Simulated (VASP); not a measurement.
# YV (P4/mmm) in VASP: relaxation of cell and atoms with PBE

Aim: the relaxation of cell and atoms of YV with PBE.

All numbers are computed with VASP 6.6.1; they aren't measurements. Logs are shortened: lines on timing, memory, paths and dates and some standing lists are left out, and cuts for length are marked.

## Step 1: The cell of the first run

The typed cell holds 2 atoms: a = 3.615 Å, b = 3.615 Å, c = 3.616 Å, α = 90.00°, β = 90.00°, γ = 90.00°.

## Step 2: Relaxation of cell and atoms, PBE

Contents of INCAR:

```
SYSTEM = YV
  PREC = Accurate
  ENCUT = 600
  EDIFF = 1E-7
  ISMEAR = 0
  SIGMA = 0.1
  LREAL = .FALSE.
  LASPH = .TRUE.
  NELM = 60
  ALGO = Fast
  ISIF = 3
  LWAVE = .FALSE.
  LCHARG = .FALSE.
  GGA = PE
  IBRION = 2
  NSW = 80
  EDIFFG = -0.01
```

Contents of KPOINTS:

```
regular mesh
0
G
  14 14 10
  0 0 0
```

Contents of POSCAR:

```
YV
1.0
    3.6152368082      0.0000000000      0.0000000000
    0.0000000000      3.6152368082      0.0000000000
    0.0000000000      0.0000000000      3.6164416475
V Y
1 1
Direct
    0.0000000000      0.0000000000      0.0000000000
    0.5000000000      0.5000000000      0.5000000000
```

Potentials or basis: VASP PAW PBE potentials, release 64 (V_sv, Y_sv).

Command:

```
> cat potpaw_PBE.64/V_sv/POTCAR potpaw_PBE.64/Y_sv/POTCAR > POTCAR
> mpirun -np 1 vasp_std > vasp.out
```

OUTCAR:

```text
SYSTEM = YV
   PREC = Accurate
   ENCUT = 600
   EDIFF = 1E-7
   ISMEAR = 0
   LREAL = .FALSE.
   LASPH = .TRUE.
   NELM = 60
   ISIF = 3
   GGA = PE
   IBRION = 2
   NSW = 80
   EDIFFG = -0.01

 ion  position               nearest neighbor table
   1  0.000  0.000  0.000-   2 3.13   2 3.13   2 3.13   2 3.13   2 3.13   2 3.13   2 3.13   2 3.13

   2  0.500  0.500  0.500-   1 3.13   1 3.13   1 3.13   1 3.13   1 3.13   1 3.13   1 3.13   1 3.13

  LATTYP: Found a simple tetragonal cell.
 ALAT       =     3.6152368082
 C/A-ratio  =     1.0003332670

  Lattice vectors:

 A1 = (   3.6152368082,   0.0000000000,   0.0000000000)
 A2 = (   0.0000000000,   3.6152368082,   0.0000000000)
 A3 = (   0.0000000000,   0.0000000000,   3.6164416475)

Analysis of symmetry for initial positions (statically):
=====================================================================
 Subroutine PRICEL returns:
 Original cell was already a primitive cell.

 Routine SETGRP: Setting up the symmetry group for a
 simple tetragonal supercell.

 Subroutine GETGRP returns: Found 16 space group operations
 (whereof 16 operations were pure point group operations)
 out of a pool of 16 trial point group operations.

The static configuration has the point symmetry D_4h.

Analysis of symmetry for dynamics (positions and initial velocities):
=====================================================================
 Subroutine PRICEL returns:
 Original cell was already a primitive cell.

 Routine SETGRP: Setting up the symmetry group for a
 simple tetragonal supercell.

 Subroutine GETGRP returns: Found 16 space group operations
 (whereof 16 operations were pure point group operations)
 out of a pool of 16 trial point group operations.

The dynamic configuration has the point symmetry D_4h.

 Subroutine INISYM returns: Found 16 space group operations
 (whereof 16 operations are pure point group operations),
 and found     1 'primitive' translations

----------------------------------------------------------------------------------------

                                     Primitive cell

  volume of cell :      47.2667

  direct lattice vectors                    reciprocal lattice vectors
     3.615236808  0.000000000  0.000000000     0.276607053  0.000000000  0.000000000
     0.000000000  3.615236808  0.000000000     0.000000000  0.276607053  0.000000000
     0.000000000  0.000000000  3.616441647     0.000000000  0.000000000  0.276514900

  length of vectors
     3.615236808  3.615236808  3.616441647     0.276607053  0.276607053  0.276514900

  position of ions in fractional coordinates (direct lattice)
     0.000000000  0.000000000  0.000000000
     0.500000000  0.500000000  0.500000000

  ion indices of the primitive-cell ions
   primitive index   ion index
                 1           1
                 2           2

----------------------------------------------------------------------------------------

 KPOINTS: regular mesh

Automatic generation of k-mesh.
 Grid dimensions read from file:
 generate k-points for:   14   14   10

 Generating k-lattice:

  Cartesian coordinates                     Fractional coordinates (reciprocal lattice)
     0.019757647  0.000000000  0.000000000     0.071428571  0.000000000  0.000000000
     0.000000000  0.019757647  0.000000000     0.000000000  0.071428571  0.000000000
     0.000000000  0.000000000  0.027651490     0.000000000  0.000000000  0.100000000

  Length of vectors
     0.019757647  0.019757647  0.027651490

  Shift w.r.t. Gamma in fractional coordinates (k-lattice)
     0.000000000  0.000000000  0.000000000

 Subroutine IBZKPT returns following result:
 ===========================================

 Found    216 irreducible k-points:

 Following reciprocal coordinates:
            Coordinates               Weight
  0.000000  0.000000  0.000000      1.000000
  0.071429  0.000000  0.000000      4.000000
  0.142857  0.000000  0.000000      4.000000
  0.214286  0.000000  0.000000      4.000000
  0.285714  0.000000  0.000000      4.000000
  0.357143  0.000000  0.000000      4.000000
[... 16 lines left out ...]
  0.285714  0.214286  0.000000      8.000000
  0.357143  0.214286  0.000000      8.000000
 [... further k-points ...]
   k-points           NKPTS =    216   k-points in BZ     NKDIM =    216   number of bands    NBANDS=     16
   number of dos      NEDOS =    301   number of ions     NIONS =      2
   total plane-waves  NPLWV =  27000
   dimension x,y,z NGX =    30 NGY =   30 NGZ =   30
   dimension x,y,z NGXF=    60 NGYF=   60 NGZF=   60
   ions per type =               1   1
   NGX,Y,Z   is equivalent  to a cutoff of  13.80, 13.80, 13.79 a.u.
   NGXF,Y,Z  is equivalent  to a cutoff of  27.59, 27.59, 27.58 a.u.
 SYSTEM =  YV
   PREC   = accura    normal or accurate (medium, high low for compatibility)
   ISTART =      0    job   : 0-new  1-cont  2-samecut
   ICHARG =      2    charge: 1-file 2-atom 10-const
   ISPIN  =      1    spin polarized calculation?
   LNONCOLLINEAR =      F non collinear calculations
   LSORBIT =      F    spin-orbit coupling
   LASPH  =      T    aspherical Exc in radial PAW
   ENCUT  =  600.0 eV  44.10 Ry    6.64 a.u.   7.22  7.22  7.22*2*pi/ulx,y,z
   NELM   =     60;   NELMIN=  2; NELMDL= -5     # of ELM steps
   EDIFF  = 0.1E-06   stopping-criterion for ELM
   LREAL  =      F    real-space projection
   EDIFFG = -.1E-01   stopping-criterion for IOM
   NSW    =     80    number of steps for IOM
   IBRION =      2    ionic relax: 0-MD 1-quasi-New 2-CG
   NFREE  =      1    steps in history (QN), initial steepest desc. (CG)
   ISIF   =      3    stress and relaxation
   ISYM   =      2    0-nonsym 1-usesym 2-fastsym
   POTIM  = 0.5000    time-step for ionic-motion
   TEBEG  =    0.0;   TEEND  =   0.0 temperature during run
   PSTRESS=    0.0 pullay stress
   NELECT =      24.0000    total number of electrons
   NUPDOWN=      -1.0000    fix difference up-down
   EMIN   =  10.00;   EMAX   =-10.00  energy-range for DOS
   EFERMI =   0.00;   METHOD = LEGACY
   ISMEAR =     0;   SIGMA  =   0.10  broadening in eV -4-tet -1-fermi 0-gaus
   EFERMI_NEDOS =   21; number of points for ismear=-14 and -15
   IALGO  =     68    algorithm
   IMIX   =      4    mixing-type and parameters
     AMIX     =   0.40;   BMIX     =  1.00
     AMIX_MAG =   1.60;   BMIX_MAG =  1.00
  volume/ion in A,a.u.               =      23.63       159.49
  Fermi-wavevector in a.u.,A,eV,Ry     =   1.306051  2.468079 23.208412  1.705770
  Thomas-Fermi vector in A             =   2.436879
   LORBIT       =      0    0 simple, 1 ext, 2 COOP (PROOUT), +10 PAW based schemes
   GGA     = PE    functional components
   LHFCALC =     F    Hartree Fock is set to
   AEXX    =    0.0000 exact exchange contribution
   IVDW    =     0    specifies the selected vdW correction
   LEPSILON=     F    determine dielectric tensor
   LRPA    =     F    only Hartree local field effects (RPA)
 conjugate gradient relaxation of ions
 non-spin polarized calculation
 RMM-DIIS sequential band-by-band and
 Gauss-broadening in eV      SIGMA  =   0.10
  energy-cutoff  :      600.00
  volume of cell :       47.27
 maximum number of plane-waves:      1604
 NGX is ok and might be reduce to    30
   NGX = 15   NGY = 15   NGZ = 15

--------------------------------------- Ionic step        1  -------------------------------------------

 number of electron      24.0000002 magnetization

 Free energy of the ion-electron system (eV)
  ---------------------------------------------------
  ext. energy  EPLUGINS =         0.00000000
  ---------------------------------------------------
  free energy    TOTEN  =       -13.97314584 eV

  energy without entropy =      -13.93960172  energy(sigma->0) =      -13.95637378

------------------------ aborting loop because EDIFF is reached ----------------------------------------

  FORCE on cell =-STRESS in cart. coord.  units (eV):
  Direction    XX          YY          ZZ          XY          YZ          ZX
  --------------------------------------------------------------------------------------
  -------------------------------------------------------------------------------------
  Total       -1.5787886     -1.5787886     -1.5765504      0.0000000      0.0000000      0.0000000
  in kB      -53.5155002    -53.5155002    -53.4396342      0.0000000      0.0000000      0.0000000
  external PRESSURE =     -53.4902115 kB  Pullay stress =       0.0000000 kB
[... 237 lines left out ...]
  energy  without entropy=      -14.0170949678  energy(sigma->0) =      -14.03242409

--------------------------------------- Ionic step        8  -------------------------------------------

 number of electron      24.0000003 magnetization

 Free energy of the ion-electron system (eV)
  ---------------------------------------------------
  ext. energy  EPLUGINS =         0.00000000
  ---------------------------------------------------
  free energy    TOTEN  =       -14.04776542 eV

  energy without entropy =      -14.01713004  energy(sigma->0) =      -14.03244773

 E-fermi :   5.2711     XC(G=0): -10.8707

 val. band max:        5.2704083850   @ k =   0.4286   0.0000   0.3000
 cond. band min:       5.2713699803   @ k =   0.2143   0.0714   0.5000
 fundamental gap:      0.0009615953
 Fermi energy:         5.2710943715

 k-point     1 :       0.0000    0.0000    0.0000
  band No.  band energies     occupation
      1     -58.7284      2.00000
      2     -36.2925      2.00000
      3     -32.5702      2.00000
      4     -32.5702      2.00000
      5     -32.5693      2.00000
      6     -16.1793      2.00000
[... 8 lines left out ...]
     15       8.2227      0.00000
     16       8.2426      0.00000
[... 420 lines left out ...]
  band No.  band energies     occupation
      1     -58.7261      2.00000
      2     -36.2587      2.00000
      3     -32.5898      2.00000
      4     -32.5787      2.00000
      5     -32.5655      2.00000
      6     -16.5076      2.00000
[... 8 lines left out ...]
     15       7.2410      0.00000
     16       7.6452      0.00000

 [... further k-points ...]

------------------------ aborting loop because EDIFF is reached ----------------------------------------

  FORCE on cell =-STRESS in cart. coord.  units (eV):
  Direction    XX          YY          ZZ          XY          YZ          ZX
  --------------------------------------------------------------------------------------
  -------------------------------------------------------------------------------------
  Total       -0.0105538     -0.0105538      0.0116334      0.0000000      0.0000000      0.0000000
  in kB       -0.3920500     -0.3920500      0.4321554      0.0000000      0.0000000      0.0000000
  external PRESSURE =      -0.1173149 kB  Pullay stress =       0.0000000 kB
[... 17 lines left out ...]
  FREE ENERGIE OF THE ION-ELECTRON SYSTEM (eV)
  ---------------------------------------------------
  free  energy   TOTEN  =       -14.0477654161 eV

  energy  without entropy=      -14.0171300426  energy(sigma->0) =      -14.03244773

 reached required accuracy - stopping structural energy minimisation
```

It took 13 min on 1 thread of AMD EPYC 9R45 (Zen 5), shared host; peak memory 0.37 GiB.

What came out:

```yaml
Free_energy: -14.0478 eV
Relaxed_volume: 21.56 Å³/atom
Relaxed_cell: a = 3.504 Å, b = 3.504 Å, c = 3.513 Å, α = 90.00°, β = 90.00°, γ = 90.00°
Space_group_after_relaxing_to_0.1_Å: Pm-3m (No. 221)
Energy_gained_by_relaxing: 37.3 meV/atom
Ionic_steps: 8
Pressure_after_relaxing: 0.0 GPa
Band_gap_on_the_k_mesh: zero (bands 12 and 13 overlap by 0.85 eV)
```

Step by step:
| step | energy change (eV) | largest force (eV/Å) | pressure (GPa) | volume (Å³) |
| --- | --- | --- | --- | --- |
| 1 | 0.0000 | 0.0000 | -5.35 | 47.27 |
| 2 | -0.0690 | 0.0000 | 1.76 | 42.07 |
| 3 | -0.0746 | 0.0000 | 0.03 | 43.10 |
| 4 | -0.0746 | 0.0000 | -0.09 | 43.18 |
| 5 | -0.0746 | 0.0000 | -0.11 | 43.18 |
| 6 | -0.0746 | 0.0000 | -0.10 | 43.18 |
| 7 | -0.0746 | 0.0000 | -0.06 | 43.16 |
| 8 | -0.0746 | 0.0000 | -0.01 | 43.13 |

Final structure:
```
CELL_PARAMETERS angstrom
3.50403 0.00000 0.00000
0.00000 3.50403 0.00000
0.00000 0.00000 3.51272
ATOMIC_POSITIONS crystal
V 0.00000 0.00000 0.00000
Y 0.50000 0.50000 0.50000
```
